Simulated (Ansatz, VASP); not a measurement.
# One calculation of Zn2W, two programs

```
Zn W
1.0
     0.00000    3.47204    3.47204
     3.47204    0.00000    3.47204
     3.47204    3.47204    0.00000
Zn W
4 2
Direct
  0.12500 0.12500 0.12500
  0.62500 0.12500 0.12500
  0.12500 0.12500 0.62500
  0.12500 0.62500 0.12500
  0.50000 0.50000 0.50000
  0.75000 0.75000 0.75000
```

Alike in both runs: functional PBE; k mesh 8 × 8 × 8; occupations gaussian, width 0.02 eV; no spin polarisation.

Ansatz relaxed the structure, and its values are those at the end. VASP's run is a single point on that final structure, the one shown.

```csv
,VASP,Ansatz
version,VASP 6.6.1,Ansatz 0.2.0
potentials or method,"VASP PAW PBE potentials, release 64 (Zn, W_sv), cutoff 520 eV","scalar-relativistic, plane waves, PAW"
valence electrons in the cell,76,76
```

Ansatz gave:

| Property | Result |
| --- | --- |
| gap on the k mesh at the Fermi level (eV) | none |
| pressure (GPa) | 0.0 |

What did VASP give for the same quantities?

gap on the k mesh at the Fermi level (eV): none; pressure (GPa): 0.6.

A gap of «none» marks a metal or a gap that the smearing closes.

Neither program's run includes spin-orbit coupling.
